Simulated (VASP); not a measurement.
# Pt (Im-3m) in VASP: notebook

The runs below take Pt through single point, with r2SCAN.

Program: VASP 6.6.1. These are calculated values, not measurements. Logs are shortened: lines on timing, memory, paths and dates and some standing lists are left out, and cuts for length are marked.

### 1 The cell of the first run

The structure is cubic, space group Im-3m (No. 229). The conventional cell has a = 3.104 Å, b = 3.104 Å, c = 3.104 Å, α = 90.00°, β = 90.00°, γ = 90.00°. Within 3.5 Å of Pt (site symmetry m-3m) lie 14 Pt at 2.69 to 3.10 Å.

### 2 Single point, r2SCAN

POSCAR

```
Pt
1.0
   -1.5518799051      1.5518799051      1.5518799051
    1.5518799051     -1.5518799051      1.5518799051
    1.5518799051      1.5518799051     -1.5518799051
Pt
1
Direct
    0.0000000000      0.0000000000      0.0000000000
```

INCAR.step1

```
SYSTEM = Pt
PREC = Accurate ; ENCUT = 520
ISMEAR = -1 ; SIGMA = 0.05
LREAL = .FALSE. ; LASPH = .TRUE.
NELM = 80 ; NBANDS = 11
GGA = PE ; ALGO = Normal
EDIFF = 1E-4 ; LWAVE = .TRUE.
LCHARG = .FALSE.
```

INCAR.step2

```
SYSTEM = Pt
PREC = Accurate ; ENCUT = 520
EDIFF = 1E-6 ; ISMEAR = -1
SIGMA = 0.05 ; LREAL = .FALSE.
LASPH = .TRUE. ; NELM = 80
ALGO = Normal ; ISIF = 2
LWAVE = .FALSE. ; LCHARG = .FALSE.
METAGGA = R2SCAN ; LMIXTAU = .TRUE.
NBANDS = 11 ; ISTART = 1
```

KPOINTS

```
Automatic mesh
0
G
  12 12 12
  0 0 0
```

Potentials or basis: VASP PAW PBE potentials, release 64 (Pt).

Started as:

```console
$ cat potpaw_PBE.64/Pt/POTCAR > POTCAR
$ cp INCAR.step1 INCAR
$ mpirun -np 1 vasp_std > vasp.out
$ cp INCAR.step2 INCAR
$ mpirun -np 1 vasp_std > vasp.out
```

OUTCAR:

```text
SYSTEM = Pt
   PREC = Accurate
   ENCUT = 520
   EDIFF = 1E-6
   ISMEAR = -1
   LREAL = .FALSE.
   LASPH = .TRUE.
   NELM = 80
   ISIF = 2
   METAGGA = R2SCAN
   ISTART = 1

 ion  position               nearest neighbor table
   1  0.000  0.000  0.000-

  LATTYP: Found a body centered cubic cell.
 ALAT       =     3.1037598102

  Lattice vectors:

 A1 = (  -1.5518799051,   1.5518799051,   1.5518799051)
 A2 = (   1.5518799051,  -1.5518799051,   1.5518799051)
 A3 = (   1.5518799051,   1.5518799051,  -1.5518799051)

Analysis of symmetry for initial positions (statically):
=====================================================================
 Subroutine PRICEL returns:
 Original cell was already a primitive cell.

 Routine SETGRP: Setting up the symmetry group for a
 body centered cubic supercell.

 Subroutine GETGRP returns: Found 48 space group operations
[... 9 lines left out ...]

 Routine SETGRP: Setting up the symmetry group for a
 body centered cubic supercell.

 Subroutine GETGRP returns: Found 48 space group operations
[... 11 lines left out ...]
                                     Primitive cell

  volume of cell :      14.9498

  direct lattice vectors                    reciprocal lattice vectors
    -1.551879905  1.551879905  1.551879905     0.000000000  0.322189880  0.322189880
     1.551879905 -1.551879905  1.551879905     0.322189880  0.000000000  0.322189880
     1.551879905  1.551879905 -1.551879905     0.322189880  0.322189880  0.000000000

  length of vectors
     2.687934843  2.687934843  2.687934843     0.455645298  0.455645298  0.455645298

  position of ions in fractional coordinates (direct lattice)
     0.000000000  0.000000000  0.000000000

  ion indices of the primitive-cell ions
   primitive index   ion index
                 1           1

----------------------------------------------------------------------------------------

 KPOINTS: Automatic mesh

Automatic generation of k-mesh.
 Grid dimensions read from file:
 generate k-points for:   12   12   12

 Generating k-lattice:

  Cartesian coordinates                     Fractional coordinates (reciprocal lattice)
     0.000000000  0.026849157  0.026849157     0.083333333  0.000000000  0.000000000
     0.026849157  0.000000000  0.026849157     0.000000000  0.083333333  0.000000000
     0.026849157  0.026849157  0.000000000     0.000000000  0.000000000  0.083333333

  Length of vectors
     0.037970441  0.037970441  0.037970441
[... 50 lines left out ...]
   LSORBIT =      F    spin-orbit coupling
   LASPH  =      T    aspherical Exc in radial PAW
   ENCUT  =  520.0 eV  38.22 Ry    6.18 a.u.   5.00  5.00  5.00*2*pi/ulx,y,z
   NELM   =     80;   NELMIN=  2; NELMDL=  0     # of ELM steps
   EDIFF  = 0.1E-05   stopping-criterion for ELM
   LREAL  =      F    real-space projection
   EDIFFG = 0.1E-04   stopping-criterion for IOM
   NSW    =      0    number of steps for IOM
   IBRION =     -1    ionic relax: 0-MD 1-quasi-New 2-CG
   NFREE  =      0    steps in history (QN), initial steepest desc. (CG)
   ISIF   =      2    stress and relaxation
   ISYM   =      2    0-nonsym 1-usesym 2-fastsym
   POTIM  = 0.5000    time-step for ionic-motion
   TEBEG  =    0.0;   TEEND  =   0.0 temperature during run
   PSTRESS=    0.0 pullay stress
   NELECT =      10.0000    total number of electrons
   NUPDOWN=      -1.0000    fix difference up-down
   EMIN   =  10.00;   EMAX   =-10.00  energy-range for DOS
   EFERMI =   0.00;   METHOD = LEGACY
   ISMEAR =    -1;   SIGMA  =   0.05  broadening in eV -4-tet -1-fermi 0-gaus
   EFERMI_NEDOS =   21; number of points for ismear=-14 and -15
   IALGO  =     38    algorithm
   IMIX   =      4    mixing-type and parameters
     AMIX     =   0.40;   BMIX     =  1.00
     AMIX_MAG =   1.60;   BMIX_MAG =  1.00
  volume/ion in A,a.u.               =      14.95       100.89
  Fermi-wavevector in a.u.,A,eV,Ry     =   1.431737  2.705592 27.890204  2.049872
  Thomas-Fermi vector in A             =   2.551441
   LORBIT       =      0    0 simple, 1 ext, 2 COOP (PROOUT), +10 PAW based schemes
   METAGGA = R2SCAN    functional components
   LHFCALC =     F    Hartree Fock is set to
   AEXX    =    0.0000 exact exchange contribution
   IVDW    =     0    specifies the selected vdW correction
   LEPSILON=     F    determine dielectric tensor
   LRPA    =     F    only Hartree local field effects (RPA)
 non-spin polarized calculation
  energy-cutoff  :      520.00
  volume of cell :       14.95
 maximum number of plane-waves:       420
   NGX =  9   NGY =  9   NGZ =  9

 number of electron      10.0000000 magnetization

 Free energy of the ion-electron system (eV)
  ---------------------------------------------------
  ext. energy  EPLUGINS =         0.00000000
  ---------------------------------------------------
  free energy    TOTEN  =       -51.40879940 eV

  energy without entropy =      -51.40386977  energy(sigma->0) =      -51.40633458

 E-fermi :  10.8830     XC(G=0): -14.6695

 val. band max:       10.8516568446   @ k =   0.5000   0.5000   0.4167
 cond. band min:      10.9416685856   @ k =  -0.4167  -0.4167   0.1667
 fundamental gap:      0.0900117410
 Fermi energy:        10.8830139289

 k-point     1 :       0.0000    0.0000    0.0000
  band No.  band energies     occupation
      1       0.6242      2.00000
      2       7.0415      2.00000
      3       7.0415      2.00000
      4       7.0415      2.00000
      5       9.7586      2.00000
      6       9.7586      2.00000
      7      29.0356      0.00000
      8      29.0356      0.00000
      9      29.0356      0.00000
     10      40.1783      0.00000
     11      40.1783      0.00000
[... 309 lines left out ...]
 k-point    24 :       0.4167    0.0833    0.0833
  band No.  band energies     occupation
      1       4.1591      2.00000
      2       5.4446      2.00000
      3       9.1969      2.00000
      4       9.7345      2.00000
      5      10.1403      2.00000
      6      14.7193      0.00000
      7      17.6798      0.00000
      8      25.0252      0.00000
      9      26.0982      0.00000
     10      36.8579      0.00000
     11      37.1832      0.00000

 [... further k-points ...]
[... 5 lines left out ...]
  --------------------------------------------------------------------------------------
  -------------------------------------------------------------------------------------
  Total        0.9685213      0.9685213      0.9685213      0.0000000     -0.0000000      0.0000000
  in kB      103.7971548    103.7971548    103.7971548      0.0000000     -0.0000000      0.0000000
  external PRESSURE =     103.7971548 kB  Pullay stress =       0.0000000 kB

 VOLUME and BASIS-vectors are now :
 -----------------------------------------------------------------------------
  energy-cutoff  :      520.00
  volume of cell :       14.95
      direct lattice vectors                 reciprocal lattice vectors
    -1.551879905  1.551879905  1.551879905     0.000000000  0.322189880  0.322189880
     1.551879905 -1.551879905  1.551879905     0.322189880  0.000000000  0.322189880
     1.551879905  1.551879905 -1.551879905     0.322189880  0.322189880  0.000000000

 POSITION                                       TOTAL-FORCE (eV/Angst)
 -----------------------------------------------------------------------------------
      0.00000      0.00000      0.00000        -0.000000     -0.000000     -0.000000
 -----------------------------------------------------------------------------------
    total drift:                                0.000000     -0.000000      0.000000

  FREE ENERGIE OF THE ION-ELECTRON SYSTEM (eV)
  ---------------------------------------------------
  free  energy   TOTEN  =       -51.4087993962 eV

  energy  without entropy=      -51.4038697660  energy(sigma->0) =      -51.40633458
```

Run time: 57 s. Hardware: 1 thread of AMD EPYC 7R43 (Zen 3), shared host; peak memory 0.1 GiB.

Results:

```
Free energy            : -51.4088 eV
Pressure               : 10.4 GPa
Band gap on the k mesh : zero (band 5 reaches 12.15 eV, above the bottom of band 6 at 9.59 eV)
```

Levels at points of the mesh, in eV from the Fermi level:
| k point | band 3 | band 4 | band 5 | band 6 | band 7 | band 8 |
| --- | --- | --- | --- | --- | --- | --- |
| (0.00, 0.00, 0.00) | -3.84 | -3.84 | -1.12 | -1.12 | 18.15 | 18.15 |
| (0.50, 0.00, 0.00) | -1.30 | -0.76 | 0.35 | 1.31 | 7.21 | 14.16 |
| (0.50, 0.50, 0.50) | 0.71 | 0.71 | 0.71 | 8.34 | 8.34 | 8.34 |

Caveat: the PAW data sets were made with another functional, which shifts forces and pressure a little; spin-orbit coupling is left out, which moves the levels of the heavy elements.

### 3 Single point, r2SCAN

This run uses another cell than the first one, of 15.27 Å³/atom, 1.021 times its volume.

POSCAR

```
Pt
1.0
   -1.5628089970      1.5628089970      1.5628089970
    1.5628089970     -1.5628089970      1.5628089970
    1.5628089970      1.5628089970     -1.5628089970
Pt
1
Direct
    0.0000000000      0.0000000000      0.0000000000
```

INCAR.step1 is that of step 2.

INCAR.step2

```
SYSTEM = Pt
PREC = Accurate ; ENCUT = 520
EDIFF = 1E-7 ; ISMEAR = -1
SIGMA = 0.05 ; LREAL = .FALSE.
LASPH = .TRUE. ; NELM = 80
ALGO = Normal ; ISIF = 2
LWAVE = .FALSE. ; LCHARG = .TRUE.
METAGGA = R2SCAN ; LMIXTAU = .TRUE.
LELF = .TRUE. ; LVHAR = .TRUE.
NBANDS = 11 ; ISTART = 1
```

KPOINTS

```
regular mesh
0
G
  12 12 12
  0 0 0
```

Potentials or basis: VASP PAW PBE potentials, release 64 (Pt).

Started as:

```console
$ cat potpaw_PBE.64/Pt/POTCAR > POTCAR
$ cp INCAR.step1 INCAR
$ mpirun -np 1 vasp_std > vasp.out
$ cp INCAR.step2 INCAR
$ mpirun -np 1 vasp_std > vasp.out
```

Run time: 57 s. Hardware: 1 thread of AMD EPYC 7R43 (Zen 3), shared host; peak memory 0.1 GiB.

It converged, with:

- Free energy: -51.4231 eV
- Pressure: 4.0 GPa
- Band gap on the k mesh: zero (band 5 reaches 11.71 eV, above the bottom of band 6 at 9.24 eV)

Levels at points of the mesh, in eV from the Fermi level:
```
           k point  band 2  band 3  band 4  band 5  band 6  band 7  band 8  band 9
(0.00, 0.00, 0.00)   -3.72   -3.72   -3.72   -1.09   -1.09   18.16   18.16   18.16
(0.50, 0.00, 0.00)   -5.27   -1.26   -0.75    0.42    1.25    7.01   14.16   17.02
(0.50, 0.50, 0.50)   -6.58    0.68    0.68    0.68    8.28    8.28    8.28   14.06
```

Caveat: the PAW data sets were made with another functional, which shifts forces and pressure a little; spin-orbit coupling is left out, which moves the levels of the heavy elements.

### 4 Single point, r2SCAN

This run uses another cell than the first one, of 15.59 Å³/atom, 1.043 times its volume.

POSCAR

```
Pt
1.0
   -1.5735873306      1.5735873306      1.5735873306
    1.5735873306     -1.5735873306      1.5735873306
    1.5735873306      1.5735873306     -1.5735873306
Pt
1
Direct
    0.0000000000      0.0000000000      0.0000000000
```

INCAR.step1

```
SYSTEM = Pt
  ALGO = Normal
  EDIFF = 1E-4
  ENCUT = 520
  GGA = PE
  ISMEAR = -1
  LASPH = .True.
  LCHARG = .False.
  LREAL = .False.
  LWAVE = .True.
  NBANDS = 11
  NELM = 100
  PREC = Accurate
  SIGMA = 0.05
```

INCAR.step2

```
SYSTEM = Pt
  ALGO = Normal
  EDIFF = 1E-6
  ENCUT = 520
  ISIF = 2
  ISMEAR = -1
  ISTART = 1
  LASPH = .True.
  LCHARG = .True.
  LELF = .True.
  LMIXTAU = .True.
  LREAL = .False.
  LVHAR = .True.
  LWAVE = .False.
  METAGGA = R2SCAN
  NBANDS = 11
  NELM = 100
  PREC = Accurate
  SIGMA = 0.05
```

KPOINTS

```
k-points
0
Gamma
  12 12 12
  0 0 0
```

Started as:

```console
$ cat potpaw_PBE.64/Pt/POTCAR > POTCAR
$ cp INCAR.step1 INCAR
$ mpirun -np 1 vasp_std > vasp.out
$ cp INCAR.step2 INCAR
$ mpirun -np 1 vasp_std > vasp.out
```

It took 52 s on 1 thread of AMD EPYC 7R43 (Zen 3), shared host; peak memory 0.1 GiB.

It converged, with:

```
Free energy            : -51.4256 eV
Pressure               : -1.5 GPa
Band gap on the k mesh : zero (band 5 reaches 11.29 eV, above the bottom of band 6 at 8.91 eV)
```

Levels at points of the mesh, in eV from the Fermi level:
| k point | band 1 | band 2 | band 3 | band 4 | band 5 | band 6 | band 7 | band 8 | band 9 | band 10 |
| --- | --- | --- | --- | --- | --- | --- | --- | --- | --- | --- |
| (0.00, 0.00, 0.00) | -9.80 | -3.61 | -3.61 | -3.61 | -1.06 | -1.06 | 18.17 | 18.17 | 18.17 | 28.75 |
| (0.50, 0.00, 0.00) | -6.83 | -5.11 | -1.23 | -0.73 | 0.48 | 1.20 | 6.82 | 14.15 | 16.82 | 25.43 |
| (0.50, 0.50, 0.50) | -6.37 | -6.37 | 0.65 | 0.65 | 0.65 | 8.22 | 8.22 | 8.22 | 13.74 | 20.14 |

Caveat: the PAW data sets were made with another functional, which shifts forces and pressure a little; spin-orbit coupling is left out, which moves the levels of the heavy elements.

### 5 Overview

| cell | gap on the mesh (eV) | pressure (GPa) |
| --- | --- | --- |
| a = 2.688 Å, angles 109.5°, 1 atom | none | 10.4 |
| a = 2.707 Å, angles 109.5°, 1 atom | none | 4.0 |
| a = 2.726 Å, angles 109.5°, 1 atom | none | -1.5 |

Alike in all rows: task single point; level r2SCAN; potentials or basis VASP PAW PBE potentials, release 64 (Pt); no spin polarisation; k mesh 12 × 12 × 12; cutoff (eV) 520; smearing fermi-dirac 0.05 eV.

Caveats: the PAW data sets were made with another functional, which shifts forces and pressure a little; spin-orbit coupling is left out, which moves the levels of the heavy elements.

Absolute energies hang on the potentials; compare differences alone.
